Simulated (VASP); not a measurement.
# Al2O3 (R-3c) in VASP: notebook, part 2 of 2

VASP 6.6.1.

## 3. Relaxation of cell and atoms, PBE

This run uses another cell than the first one, of 8.50 Å³/atom.

Contents of INCAR:

```
SYSTEM = Al2O3
ALGO     = Normal         ! electronic algorithm
EDIFF    = 1E-6           ! SCF threshold, eV
EDIFFG   = -0.002         ! ionic threshold
ENCUT    = 600            ! plane-wave cutoff, eV
GGA      = PE             ! functional
IBRION   = 2              ! ionic algorithm
ISIF     = 3              ! what is computed and relaxed
ISMEAR   = 0              ! smearing method
LASPH    = .TRUE.         ! aspherical terms in the spheres
LCHARG   = .FALSE.        ! write CHGCAR
LREAL    = .FALSE.        ! projectors in reciprocal space
LWAVE    = .FALSE.        ! write WAVECAR
NELM     = 80             ! most SCF steps
NSW      = 80             ! ionic steps
PREC     = Accurate       ! precision mode
SIGMA    = 0.01           ! smearing width, eV
```

Contents of KPOINTS:

```
k-points
0
G
  5 5 5
  0 0 0
```

Contents of POSCAR:

```
Al2O3
1.0
    2.3802500000      1.3742379782      4.3318666667
   -2.3802500000      1.3742379782      4.3318666667
    0.0000000000     -2.7484759565      4.3318666667
Al O
4 6
Direct
    0.3521600000      0.3521600000      0.3521600000
    0.1478400000      0.1478400000      0.1478400000
    0.6478400000      0.6478400000      0.6478400000
    0.8521600000      0.8521600000      0.8521600000
    0.5566800000      0.9433200000      0.2500000000
    0.2500000000      0.5566800000      0.9433200000
    0.9433200000      0.2500000000      0.5566800000
    0.4433200000      0.0566800000      0.7500000000
    0.7500000000      0.4433200000      0.0566800000
    0.0566800000      0.7500000000      0.4433200000
```

Potentials or basis: VASP PAW PBE potentials, release 64 (Al, O).

Launch:

```sh
$ cat potpaw_PBE.64/Al/POTCAR potpaw_PBE.64/O/POTCAR > POTCAR
$ mpirun -np 1 vasp_std > vasp.out
```

OUTCAR:

```text
SYSTEM = Al2O3
   EDIFF = 1E-6
   EDIFFG = -0.002
   ENCUT = 600
   GGA = PE
   IBRION = 2
   ISIF = 3
   ISMEAR = 0
   LASPH = .TRUE.
   LREAL = .FALSE.
   NELM = 80
   NSW = 80
   PREC = Accurate

 ion  position               nearest neighbor table
   1  0.352  0.352  0.352-   9 1.85  10 1.85   8 1.85   7 1.97   5 1.97   6 1.97   2 2.66   3 2.79
                             3 2.79   3 2.79   2 3.22   2 3.22   2 3.22
   2  0.148  0.148  0.148-  10 1.85   9 1.85   8 1.85   6 1.97   5 1.97   7 1.97   1 2.66   4 2.79
                             4 2.79   4 2.79   1 3.22   1 3.22   1 3.22
   3  0.648  0.648  0.648-   6 1.85   7 1.85   5 1.85  10 1.97   8 1.97   9 1.97   4 2.66   1 2.79
                             1 2.79   1 2.79   4 3.22   4 3.22   4 3.22
   4  0.852  0.852  0.852-   7 1.85   6 1.85   5 1.85   9 1.97   8 1.97  10 1.97   3 2.66   2 2.79
                             2 2.79   2 2.79   3 3.22   3 3.22   3 3.22
   5  0.557  0.943  0.250-   3 1.85   4 1.85   1 1.97   2 1.97
   6  0.250  0.557  0.943-   3 1.85   4 1.85   2 1.97   1 1.97
   7  0.943  0.250  0.557-   4 1.85   3 1.85   1 1.97   2 1.97
   8  0.443  0.057  0.750-   1 1.85   2 1.85   3 1.97   4 1.97
   9  0.750  0.443  0.057-   1 1.85   2 1.85   4 1.97   3 1.97
  10  0.057  0.750  0.443-   2 1.85   1 1.85   3 1.97   4 1.97

  LATTYP: Found a trigonal (rhomboedric) cell.
 ALAT       =     5.1302230849
 COS(alpha) =     0.5694707703

  Lattice vectors:

 A1 = (   2.3802500000,   1.3742379782,   4.3318666667)
 A2 = (  -2.3802500000,   1.3742379782,   4.3318666667)
 A3 = (   0.0000000000,  -2.7484759565,   4.3318666667)

Analysis of symmetry for initial positions (statically):
=====================================================================
 Subroutine PRICEL returns:
 Original cell was already a primitive cell.

 Routine SETGRP: Setting up the symmetry group for a
 trigonal (rhombohedral) supercell.

 Subroutine GETGRP returns: Found 12 space group operations
 (whereof  6 operations were pure point group operations)
 out of a pool of 12 trial point group operations.

The static configuration has the point symmetry S_6 .
 The point group associated with its full space group is D_3d.

Analysis of symmetry for dynamics (positions and initial velocities):
=====================================================================
 Subroutine PRICEL returns:
 Original cell was already a primitive cell.

 Routine SETGRP: Setting up the symmetry group for a
 trigonal (rhombohedral) supercell.

 Subroutine GETGRP returns: Found 12 space group operations
 (whereof  6 operations were pure point group operations)
 out of a pool of 12 trial point group operations.

The dynamic configuration has the point symmetry S_6 .
 The point group associated with its full space group is D_3d.

 Subroutine INISYM returns: Found 12 space group operations
 (whereof  6 operations are pure point group operations),
 and found     1 'primitive' translations

----------------------------------------------------------------------------------------

                                     Primitive cell

  volume of cell :      85.0180

  direct lattice vectors                    reciprocal lattice vectors
     2.380250000  1.374237978  4.331866667     0.210061968  0.121279334  0.076949121
    -2.380250000  1.374237978  4.331866667    -0.210061968  0.121279334  0.076949121
     0.000000000 -2.748475957  4.331866667     0.000000000 -0.242558668  0.076949121

  length of vectors
     5.130223085  5.130223085  5.130223085     0.254471756  0.254471756  0.254471756

  position of ions in fractional coordinates (direct lattice)
[... 72 lines left out ...]
   number of dos      NEDOS =    301   number of ions     NIONS =     10
   total plane-waves  NPLWV =  74088
   dimension x,y,z NGX =    42 NGY =   42 NGZ =   42
   dimension x,y,z NGXF=    84 NGYF=   84 NGZF=   84
   ions per type =               4   6
   NGX,Y,Z   is equivalent  to a cutoff of  13.61, 13.61, 13.61 a.u.
   NGXF,Y,Z  is equivalent  to a cutoff of  27.22, 27.22, 27.22 a.u.
 SYSTEM =  Al2O3
   PREC   = accura    normal or accurate (medium, high low for compatibility)
   ISTART =      0    job   : 0-new  1-cont  2-samecut
   ICHARG =      2    charge: 1-file 2-atom 10-const
   ISPIN  =      1    spin polarized calculation?
   LNONCOLLINEAR =      F non collinear calculations
   LSORBIT =      F    spin-orbit coupling
   LASPH  =      T    aspherical Exc in radial PAW
   ENCUT  =  600.0 eV  44.10 Ry    6.64 a.u.  10.25 10.25 10.25*2*pi/ulx,y,z
   NELM   =     80;   NELMIN=  2; NELMDL= -5     # of ELM steps
   EDIFF  = 0.1E-05   stopping-criterion for ELM
   LREAL  =      F    real-space projection
   EDIFFG = -.2E-02   stopping-criterion for IOM
   NSW    =     80    number of steps for IOM
   IBRION =      2    ionic relax: 0-MD 1-quasi-New 2-CG
   NFREE  =      1    steps in history (QN), initial steepest desc. (CG)
   ISIF   =      3    stress and relaxation
   ISYM   =      2    0-nonsym 1-usesym 2-fastsym
   POTIM  = 0.5000    time-step for ionic-motion
   TEBEG  =    0.0;   TEEND  =   0.0 temperature during run
   PSTRESS=    0.0 pullay stress
   NELECT =      48.0000    total number of electrons
   NUPDOWN=      -1.0000    fix difference up-down
   EMIN   =  10.00;   EMAX   =-10.00  energy-range for DOS
   EFERMI =   0.00;   METHOD = LEGACY
   ISMEAR =     0;   SIGMA  =   0.01  broadening in eV -4-tet -1-fermi 0-gaus
   EFERMI_NEDOS =   21; number of points for ismear=-14 and -15
   IALGO  =     38    algorithm
   IMIX   =      4    mixing-type and parameters
     AMIX     =   0.40;   BMIX     =  1.00
     AMIX_MAG =   1.60;   BMIX_MAG =  1.00
  volume/ion in A,a.u.               =       8.50        57.37
  Fermi-wavevector in a.u.,A,eV,Ry     =   1.353064  2.556920 24.909299  1.830782
  Thomas-Fermi vector in A             =   2.480350
   LORBIT       =      0    0 simple, 1 ext, 2 COOP (PROOUT), +10 PAW based schemes
   GGA     = PE    functional components
   LHFCALC =     F    Hartree Fock is set to
   AEXX    =    0.0000 exact exchange contribution
   IVDW    =     0    specifies the selected vdW correction
   LEPSILON=     F    determine dielectric tensor
   LRPA    =     F    only Hartree local field effects (RPA)
 conjugate gradient relaxation of ions
 non-spin polarized calculation
 Gauss-broadening in eV      SIGMA  =   0.01
  energy-cutoff  :      600.00
  volume of cell :       85.02
 maximum number of plane-waves:      2865
 NGX is ok and might be reduce to    42
   NGX = 21   NGY = 21   NGZ = 21

--------------------------------------- Ionic step        1  -------------------------------------------

 number of electron      48.0000003 magnetization

 Free energy of the ion-electron system (eV)
  ---------------------------------------------------
  ext. energy  EPLUGINS =         0.00000000
  ---------------------------------------------------
  free energy    TOTEN  =       -74.77323430 eV

  energy without entropy =      -74.77323430  energy(sigma->0) =      -74.77323430

------------------------ aborting loop because EDIFF is reached ----------------------------------------

  FORCE on cell =-STRESS in cart. coord.  units (eV):
  Direction    XX          YY          ZZ          XY          YZ          ZX
  --------------------------------------------------------------------------------------
  -------------------------------------------------------------------------------------
  Total        3.7485355      3.7485355      3.4135104      0.0000000     -0.0000000      0.0000000
  in kB       70.6417360     70.6417360     64.3281352      0.0000000     -0.0000000      0.0000000
  external PRESSURE =      68.5372024 kB  Pullay stress =       0.0000000 kB
[... 113 lines left out ...]
  FREE ENERGIE OF THE ION-ELECTRON SYSTEM (eV)
  ---------------------------------------------------
  free  energy   TOTEN  =       -74.8237445156 eV

  energy  without entropy=      -74.8237445156  energy(sigma->0) =      -74.82374452

[... ionic steps 4 to 12 ...]

--------------------------------------- Ionic step       13  -------------------------------------------

 number of electron      47.9999999 magnetization

------------------------ aborting loop because EDIFF is reached ----------------------------------------
[... 83 lines left out ...]
--------------------------------------- Ionic step       15  -------------------------------------------

 number of electron      47.9999999 magnetization

 Free energy of the ion-electron system (eV)
  ---------------------------------------------------
  ext. energy  EPLUGINS =         0.00000000
  ---------------------------------------------------
  free energy    TOTEN  =       -74.82397319 eV

  energy without entropy =      -74.82397319  energy(sigma->0) =      -74.82397319

 E-fermi :   5.8693     XC(G=0): -11.5471

 val. band max:        5.8204439538   @ k =   0.0000   0.0000   0.0000
 cond. band min:      11.6896555311   @ k =   0.0000   0.0000   0.0000
 fundamental gap:      5.8692115773
 Fermi energy:         5.8693277066

 k-point     1 :       0.0000    0.0000    0.0000
  band No.  band energies     occupation
      1     -13.2078      2.00000
      2     -10.9795      2.00000
      3     -10.7169      2.00000
      4     -10.7169      2.00000
      5     -10.4098      2.00000
      6     -10.4098      2.00000
[... 653 lines left out ...]
  FREE ENERGIE OF THE ION-ELECTRON SYSTEM (eV)
  ---------------------------------------------------
  free  energy   TOTEN  =       -74.8239731904 eV

  energy  without entropy=      -74.8239731904  energy(sigma->0) =      -74.82397319

 reached required accuracy - stopping structural energy minimisation
```

Wall time 11 min (1 thread of Intel Xeon 8259CL, shared host); peak memory 0.28 GiB.

Results:

```yaml
Free_energy: -74.8240 eV
Relaxed_volume: 8.74 Å³/atom
Relaxed_cell: a = 5.177 Å, b = 5.177 Å, c = 5.177 Å, α = 55.31°, β = 55.31°, γ = 55.31°
Space_group_after_relaxing_to_0.1_Å: R-3c (No. 167)
Energy_gained_by_relaxing: 5.1 meV/atom
Ionic_steps: 15
Pressure_after_relaxing: 0.0 GPa
Band_gap_on_the_k_mesh: 5.87 eV
```

Step by step:
| step | energy change (eV) | largest force (eV/Å) | pressure (GPa) | volume (Å³) |
| --- | --- | --- | --- | --- |
| 1 | 0.0000 | 0.0276 | 6.85 | 85.02 |
| 2 | -0.0141 | 0.0476 | -5.32 | 89.57 |
| 3 | -0.0505 | 0.0372 | -0.02 | 87.44 |
| 4 | -0.0505 | 0.0370 | 0.11 | 87.39 |
| 5 | -0.0507 | 0.0032 | 0.11 | 87.40 |
| 6 | -0.0507 | 0.0030 | 0.11 | 87.40 |
| 7 | -0.0507 | 0.0025 | -0.07 | 87.47 |
| 8 | -0.0507 | 0.0027 | -0.01 | 87.44 |
| 9 | -0.0507 | 0.0027 | -0.02 | 87.44 |
| 10 | -0.0507 | 0.0029 | 0.05 | 87.42 |
| 11 | -0.0507 | 0.0027 | 0.00 | 87.44 |
| 12 | -0.0507 | 0.0027 | 0.00 | 87.44 |
| 13 | -0.0507 | 0.0016 | -0.01 | 87.44 |
| 14 | -0.0507 | 0.0016 | 0.02 | 87.43 |
| 15 | -0.0507 | 0.0003 | 0.00 | 87.44 |

Final structure:
```
Al O
1.0
     2.40305    1.38740    4.37101
    -2.40305    1.38740    4.37101
     0.00000   -2.77480    4.37101
Al O
4 6
Direct
  0.35216 0.35216 0.35216
  0.14784 0.14784 0.14784
  0.64784 0.64784 0.64784
  0.85216 0.85216 0.85216
  0.55617 0.94383 0.25000
  0.25000 0.55617 0.94383
  0.94383 0.25000 0.55617
  0.44383 0.05617 0.75000
  0.75000 0.44383 0.05617
  0.05617 0.75000 0.44383
```

## 4. How close it comes

Step 2. Measured gap of Al2O3: 8.7 eV (optical; quoted in “Multi-petahertz electron interference in Cr:Al2O3 solid-state material”, 2018, pmc:5906618). This calculation gives 5.85 eV (-2.85 eV). The value is that of PBE, without temperature or zero-point motion. Semilocal functionals fall short of measured gaps as a rule.
